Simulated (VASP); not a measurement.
# AlRu4 (P-3m1) in VASP: notebook, part 2 of 3

VASP 6.6.1. Earlier steps stand in the parts before.

## (4) Single point, PBE

The input, INCAR:

```
  ALGO = Fast
  EDIFF = 1E-6
  ENCUT = 520
  GGA = PE
  ISIF = 2
  ISMEAR = 0
  LASPH = True
  LCHARG = True
  LELF = True
  LREAL = False
  LVHAR = True
  LWAVE = False
  NBANDS = 38
  NELM = 60
  PREC = Accurate
  SIGMA = 0.1
```

The input, KPOINTS:

```
k-points
0
Gamma
  12 12 4
```

The input, POSCAR:

```
AlRu4
1.0
    2.7502126722      0.0000000000      0.0000000000
   -1.3751063361      2.3817540399      0.0000000000
    0.0000000000      0.0000000000     10.5923267618
Al Ru
1 4
Direct
    0.0000000000      0.0000000000      0.0000000000
    0.3333333333      0.6666666667      0.1999960952
    0.6666666667      0.3333333333      0.8000039048
    0.6666666667      0.3333333333      0.4019093370
    0.3333333333      0.6666666667      0.5980906630
```

Potentials or basis: VASP PAW PBE potentials, release 64 (Al, Ru_pv).

Run with:

```sh
> cat potpaw_PBE.64/Al/POTCAR potpaw_PBE.64/Ru_pv/POTCAR > POTCAR
> mpirun -np 1 vasp_std > vasp.out
```

OUTCAR:

```text
EDIFF = 1E-6
   ENCUT = 520
   GGA = PE
   ISIF = 2
   ISMEAR = 0
   LASPH = True
   LREAL = False
   NELM = 60
   PREC = Accurate

 ion  position               nearest neighbor table
   1  0.000  0.000  0.000-   2 2.65   3 2.65   2 2.65   3 2.65   3 2.65   2 2.65
   2  0.333  0.667  0.200-   1 2.65   1 2.65   1 2.65   4 2.66   4 2.66   4 2.66
   3  0.667  0.333  0.800-   1 2.65   1 2.65   1 2.65   5 2.66   5 2.66   5 2.66
   4  0.667  0.333  0.402-   5 2.62   5 2.62   5 2.62   2 2.66   2 2.66   2 2.66
   5  0.333  0.667  0.598-   4 2.62   4 2.62   4 2.62   3 2.66   3 2.66   3 2.66

  LATTYP: Found a hexagonal cell.
 ALAT       =     2.7502126722
 C/A-ratio  =     3.8514573323

  Lattice vectors:

 A1 = (   2.7502126722,   0.0000000000,   0.0000000000)
 A2 = (  -1.3751063361,   2.3817540399,   0.0000000000)
 A3 = (   0.0000000000,   0.0000000000,  10.5923267618)

Analysis of symmetry for initial positions (statically):
=====================================================================
 Subroutine PRICEL returns:
 Original cell was already a primitive cell.

 Routine SETGRP: Setting up the symmetry group for a
 hexagonal supercell.

 Subroutine GETGRP returns: Found 12 space group operations
 (whereof 12 operations were pure point group operations)
 out of a pool of 24 trial point group operations.

The static configuration has the point symmetry D_3d.

Analysis of symmetry for dynamics (positions and initial velocities):
=====================================================================
 Subroutine PRICEL returns:
 Original cell was already a primitive cell.

 Routine SETGRP: Setting up the symmetry group for a
 hexagonal supercell.

 Subroutine GETGRP returns: Found 12 space group operations
 (whereof 12 operations were pure point group operations)
 out of a pool of 24 trial point group operations.

The dynamic configuration has the point symmetry D_3d.

[... 117 lines left out ...]
   EMIN   =  10.00;   EMAX   =-10.00  energy-range for DOS
   EFERMI =   0.00;   METHOD = LEGACY
   ISMEAR =     0;   SIGMA  =   0.10  broadening in eV -4-tet -1-fermi 0-gaus
   EFERMI_NEDOS =   21; number of points for ismear=-14 and -15
   IALGO  =     68    algorithm
   IMIX   =      4    mixing-type and parameters
     AMIX     =   0.40;   BMIX     =  1.00
     AMIX_MAG =   1.60;   BMIX_MAG =  1.00
  volume/ion in A,a.u.               =      13.88        93.64
  Fermi-wavevector in a.u.,A,eV,Ry     =   1.550984  2.930935 32.729513  2.405551
  Thomas-Fermi vector in A             =   2.655569
   LORBIT       =      0    0 simple, 1 ext, 2 COOP (PROOUT), +10 PAW based schemes
   GGA     = PE    functional components
   LHFCALC =     F    Hartree Fock is set to
   AEXX    =    0.0000 exact exchange contribution
   IVDW    =     0    specifies the selected vdW correction
   LEPSILON=     F    determine dielectric tensor
   LRPA    =     F    only Hartree local field effects (RPA)
 non-spin polarized calculation
 RMM-DIIS sequential band-by-band and
 Gauss-broadening in eV      SIGMA  =   0.10
  energy-cutoff  :      520.00
  volume of cell :       69.38
 maximum number of plane-waves:      1890
   NGX = 11   NGY = 11   NGZ = 39

 number of electron      58.9999999 magnetization

 Free energy of the ion-electron system (eV)
  ---------------------------------------------------
  ext. energy  EPLUGINS =         0.00000000
  ---------------------------------------------------
  free energy    TOTEN  =       -41.33370883 eV

  energy without entropy =      -41.30662347  energy(sigma->0) =      -41.32016615

 E-fermi :  11.7606     XC(G=0): -13.3454

 val. band max:       11.7537766309   @ k =   0.0833   0.0000   0.0000
 cond. band min:      11.7618898744   @ k =   0.1667   0.1667   0.0000
 fundamental gap:      0.0081132435
 Fermi energy:        11.7605526567

 k-point     1 :       0.0000    0.0000    0.0000
  band No.  band energies     occupation
      1     -31.7480      2.00000
      2     -31.2483      2.00000
      3     -30.9795      2.00000
      4     -30.9795      2.00000
      5     -30.8749      2.00000
      6     -30.8749      2.00000
[... 973 lines left out ...]
     37      15.4989      0.00000
     38      18.9481      0.00000

 [... further k-points ...]
[... 5 lines left out ...]
  --------------------------------------------------------------------------------------
  -------------------------------------------------------------------------------------
  Total       -0.0247783     -0.0247783     -0.0272895      0.0000000      0.0000000      0.0000000
  in kB       -0.5721724     -0.5721724     -0.6301619      0.0000000      0.0000000      0.0000000
  external PRESSURE =      -0.5915023 kB  Pullay stress =       0.0000000 kB

 VOLUME and BASIS-vectors are now :
 -----------------------------------------------------------------------------
  energy-cutoff  :      520.00
  volume of cell :       69.38
      direct lattice vectors                 reciprocal lattice vectors
     2.750212672  0.000000000  0.000000000     0.363608244  0.209929317  0.000000000
    -1.375106336  2.381754040  0.000000000     0.000000000  0.419858635  0.000000000
     0.000000000  0.000000000 10.592326762     0.000000000  0.000000000  0.094407964

 POSITION                                       TOTAL-FORCE (eV/Angst)
 -----------------------------------------------------------------------------------
      0.00000      0.00000      0.00000         0.000000      0.000000     -0.000000
     -0.00000      1.58784      2.11842        -0.000000      0.000000      0.002219
      1.37511      0.79392      8.47390         0.000000     -0.000000     -0.002219
      1.37511      0.79392      4.25716        -0.000000      0.000000     -0.006796
     -0.00000      1.58784      6.33517        -0.000000     -0.000000      0.006796
 -----------------------------------------------------------------------------------
    total drift:                               -0.000000      0.000000     -0.000000

  FREE ENERGIE OF THE ION-ELECTRON SYSTEM (eV)
  ---------------------------------------------------
  free  energy   TOTEN  =       -41.3337088317 eV

  energy  without entropy=      -41.3066234736  energy(sigma->0) =      -41.32016615
```

stdout:

```text
POSCAR found type information on POSCAR AlRu
 POSCAR found :  2 types and       5 ions
 scaLAPACK will be used
 LDA part: xc-table for (Slater+PW92), standard interpolation
 POSCAR, INCAR and KPOINTS ok, starting setup
 FFT: planning ... GRIDC
 FFT: planning ... GRID_SOFT
 FFT: planning ... GRID
 WAVECAR not read
 entering main loop
```

Wall time 97 s (1 thread of Intel Xeon 6975P-C (Granite Rapids), shared host); peak memory 0.26 GiB.

What came out:

```yaml
Free_energy: -41.3337 eV
Pressure: -0.1 GPa
Largest_force: 0.007 eV/Å
```

Forces on the atoms (eV/Å):
```
Al   0.000  0.000  0.000
Ru   0.000  0.000  0.002
Ru   0.000  0.000 -0.002
Ru   0.000  0.000 -0.007
Ru   0.000  0.000  0.007
```

## (5) Single point, PBE

The input, INCAR:

```
PREC     = Accurate       # precision mode
ENCUT    = 520            # plane-wave cutoff, eV
EDIFF    = 1E-6           # SCF threshold, eV
ISMEAR   = 0              # smearing method
SIGMA    = 0.1            # smearing width, eV
LREAL    = F              # projectors in reciprocal space
LASPH    = T              # aspherical terms in the spheres
NELM     = 60             # most SCF steps
ALGO     = Fast           # electronic algorithm
ISIF     = 2              # what is computed and relaxed
LWAVE    = F              # write WAVECAR
LCHARG   = F              # write CHGCAR
GGA      = PE             # functional
NBANDS   = 38             # bands
```

The input, KPOINTS:

```
regular mesh
0
Gamma
  12 12 4
```

The input, POSCAR:

```
AlRu4
1.0
    2.7502447908      0.0000000000      0.0000000000
   -1.3751223954      2.3817818554      0.0000000000
    0.0000000000      0.0000000000     10.5926212366
Al Ru
1 4
Direct
    0.0000000000      0.0000000000      0.0000000000
    0.3333333333      0.6666666667      0.1999902716
    0.6666666667      0.3333333333      0.8000097284
    0.6666666667      0.3333333333      0.4019102812
    0.3333333333      0.6666666667      0.5980897188
```

Run with:

```sh
> cat potpaw_PBE.64/Al/POTCAR potpaw_PBE.64/Ru_pv/POTCAR > POTCAR
> mpirun -np 1 vasp_std > vasp.out
```

It took 82 s on 1 thread of Intel Xeon 6975P-C (Granite Rapids), shared host; peak memory 0.26 GiB.

Results (log left out):

```
Free energy   : -41.3337 eV
Pressure      : -0.1 GPa
Largest force : 0.007 eV/Å
```

Forces in eV/Å, atoms in the order of the input:
```
Al   0.000  0.000  0.000
Ru   0.000  0.000  0.003
Ru   0.000  0.000 -0.003
Ru   0.000  0.000 -0.007
Ru   0.000  0.000  0.007
```

Levels at points of the mesh, in eV from the Fermi level:
```tsv
k point	band 25	band 26	band 27	band 28	band 29	band 30	band 31	band 32	band 33	band 34
(0.00, 0.00, 0.00)	-2.15	-1.95	-1.95	-1.43	-0.96	-0.96	-0.16	0.05	0.05	0.71
(0.50, 0.00, 0.00)	-1.05	-0.92	-0.31	1.04	1.23	1.29	1.46	1.56	1.71	1.74
(0.00, 0.00, 0.50)	-2.15	-2.15	-1.96	-1.96	-0.94	-0.94	0.01	0.01	0.66	0.74
(0.50, 0.00, 0.50)	-1.28	-0.67	-0.22	0.80	0.94	1.16	1.29	1.56	1.71	1.73
```

## (6) Relaxation of cell and atoms, PBE

The input, INCAR:

```
PREC     = Accurate       # precision mode
ENCUT    = 600            # plane-wave cutoff, eV
EDIFF    = 1E-6           # SCF threshold, eV
ISMEAR   = 0              # smearing method
SIGMA    = 0.1            # smearing width, eV
LREAL    = F              # projectors in reciprocal space
LASPH    = T              # aspherical terms in the spheres
NELM     = 100            # most SCF steps
ALGO     = Fast           # electronic algorithm
ISIF     = 3              # what is computed and relaxed
LWAVE    = F              # write WAVECAR
LCHARG   = F              # write CHGCAR
GGA      = PE             # functional
IBRION   = 2              # ionic algorithm
NSW      = 80             # ionic steps
EDIFFG   = -0.001         # ionic threshold
```

KPOINTS is that of step 5.

The input, POSCAR:

```
AlRu4
1.0
    2.7502126722      0.0000000000      0.0000000000
   -1.3751063361      2.3817540399      0.0000000000
    0.0000000000      0.0000000000     10.5923267618
Al Ru
1 4
Direct
    0.0000000000      0.0000000000      0.0000000000
    0.3333333333      0.6666666667      0.1999960952
    0.6666666667      0.3333333333      0.8000039048
    0.6666666667      0.3333333333      0.4019093370
    0.3333333333      0.6666666667      0.5980906630
```

Potentials or basis: VASP PAW PBE potentials, release 64 (Al, Ru_pv).

Run with:

```sh
> cat potpaw_PBE.64/Al/POTCAR potpaw_PBE.64/Ru_pv/POTCAR > POTCAR
> mpirun -np 1 vasp_std > vasp.out
```

Wall time 14 min (1 thread of Oxide Virtual Turin-like, shared host); peak memory 0.31 GiB.

It converged, with:

```
Free energy                            : -41.3344 eV
Relaxed volume                         : 13.87 Å³/atom
Relaxed cell                           : a = 2.750 Å, b = 2.750 Å, c = 10.591 Å, α = 90.00°, β = 90.00°, γ = 120.00°
Space group after relaxing (to 0.05 Å) : P-3m1 (No. 164)
Energy gained by relaxing              : 0.0 meV/atom
Ionic steps                            : 13
Pressure after relaxing                : 0.0 GPa
```

Final structure:
```xyz
5
Lattice="2.7499 0.0000 0.0000 -1.3749 2.3814 0.0000 0.0000 0.0000 10.5909" Properties=species:S:1:pos:R:3 pbc="T T T"
Al   -1.3749    2.3815   10.5909
Ru    0.0000    1.5876    2.1181
Ru    1.3749    0.7938    8.4728
Ru    1.3749    0.7938    4.2562
Ru    0.0000    1.5876    6.3347
```

Levels at points of the mesh, in eV from the Fermi level:
```csv
k point,band 25,band 26,band 27,band 28,band 29,band 30,band 31,band 32,band 33,band 34
"(0.00, 0.00, 0.00)",-2.15,-1.96,-1.96,-1.43,-0.96,-0.96,-0.16,0.05,0.05,0.71
"(0.50, 0.00, 0.00)",-1.05,-0.92,-0.31,1.04,1.23,1.29,1.46,1.57,1.71,1.74
"(0.00, 0.00, 0.50)",-2.15,-2.15,-1.96,-1.96,-0.94,-0.94,0.01,0.01,0.66,0.74
"(0.50, 0.00, 0.50)",-1.28,-0.67,-0.22,0.80,0.94,1.16,1.29,1.56,1.71,1.74
```

(Part 2 of 3 ends here.)
